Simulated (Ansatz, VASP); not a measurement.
## Sn2GeP2 in VASP and in Ansatz

```
Sn Ge P
1.0
     4.49490    0.00000    0.00000
    -2.24745    3.89270    0.00000
     0.00000    0.00000    7.59269
Sn Ge P
2 1 2
Direct
  0.66667 0.33333 0.37033
  0.33333 0.66667 0.62967
  0.00000 0.00000 0.00000
  0.66667 0.33333 0.74603
  0.33333 0.66667 0.25397
```

Change from the starting cell: species swapped into the YbAl2Ge2 type (P-3m1, No. 164).

Alike in both runs: task relaxation of cell and atoms; functional PBE; k mesh 6 × 6 × 2; occupations gaussian, width 0.1 eV; no spin polarisation.

|  | VASP | Ansatz |
| --- | --- | --- |
| version | VASP 6.6.1 | Ansatz 0.2.0 |
| potentials or method | VASP PAW PBE potentials, release 64 (Sn_d, Ge_d, P), cutoff 600 eV | scalar-relativistic, plane waves, PAW |
| valence electrons in the cell | 52 | 52 |

VASP gave:

```
gap on the k mesh at the Fermi level, each at its own relaxed structure (eV) : none
relaxed volume (Å³/atom)                                                     : 23.57
relaxed cell length with the largest relative difference (Å)                 : 6.236
```

Question: Estimate Ansatz's values.

Answer: gap on the k mesh at the Fermi level, each at its own relaxed structure (eV): none; relaxed volume (Å³/atom): 22.99; relaxed cell length with the largest relative difference (Å): 8.899.

A gap of «none» marks a metal or a gap that the smearing closes. One of these differences is far larger than is usual between the two programs; its cause wasn't traced.

The k mesh is coarse, so the values compare programs but aren't converged.
